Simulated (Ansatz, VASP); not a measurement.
**GaP2 in VASP and in Ansatz**

The input INCAR:

```
SYSTEM = GaP2
PREC = Accurate
ENCUT = 600
EDIFF = 1E-7
ISMEAR = 0
SIGMA = 0.1
LREAL = .False.
LASPH = .True.
NELM = 100
ALGO = Normal
ISIF = 3
LWAVE = .False.
LCHARG = .False.
GGA = PE
IBRION = 2
NSW = 100
EDIFFG = -0.01
```

The input KPOINTS:

```
regular mesh
0
Gamma
  6 6 8
  0 0 0
```

POSCAR

```
GaP2
1.0
    5.0079868320      0.0000000000      0.0000000000
    0.0000000000      6.1580322978      0.0000000000
    0.0000000000      0.0000000000      3.5819021234
Ga P
2 4
Direct
    0.5000000000      0.5000000000      0.5000000000
    0.0000000000      0.0000000000      0.0000000000
    0.3356037746      0.8931010094      0.5000000000
    0.6643962254      0.1068989906      0.5000000000
    0.8356037746      0.6068989906      0.0000000000
    0.1643962254      0.3931010094      0.0000000000
```

Input for Ansatz:

```yaml
crystal:
  lattice:
    - [5.007986832, 0.0, 0.0]
    - [0.0, 6.1580322978, 0.0]
    - [0.0, 0.0, 3.5819021234]
  atoms:
    - { symbol: Ga, position: [0.5, 0.5, 0.5] }
    - { symbol: Ga, position: [0.0, 0.0, 0.0] }
    - { symbol: P, position: [0.3356037746, 0.8931010094, 0.5] }
    - { symbol: P, position: [0.6643962254, 0.1068989906, 0.5] }
    - { symbol: P, position: [0.8356037746, 0.6068989906, 0.0] }
    - { symbol: P, position: [0.1643962254, 0.3931010094, 0.0] }
basis:
  ecutwfc: 420
kpoints:
  mp_grid: { grid: [6, 6, 8] }
hamiltonian:
  xc: pbe
scf:
  occupations: { method: gaussian, width: 0.1 }
output:
  forces: true
  stress: true
  eigenvalues: true
relax:
  adjacent_minimum: "off"
  f_tol: 0.01
  max_steps: 80
  cell: { stress_tol: 0.05 }
```

Alike in both runs: task relaxation of cell and atoms; functional PBE; k mesh 6 × 6 × 8; occupations gaussian, width 0.1 eV; no spin polarisation.

```csv
,VASP,Ansatz
version,VASP 6.6.1,Ansatz 0.2.0
potentials or method,"VASP PAW PBE potentials, release 64 (Ga_d, P), cutoff 600 eV","scalar-relativistic, plane waves, PAW"
valence electrons in the cell,46,46
```

```csv
,VASP,Ansatz,Ansatz less VASP
"gap on the k mesh at the Fermi level, each at its own relaxed structure (eV)",none,none,-
relaxed volume (Å³/atom),18.43,18.44,+0.007
relaxed length of the cell vector where the two differ most in proportion (Å),4.965,4.960,-0.0052
```

A gap of «none» marks a metal or a gap that the smearing closes.
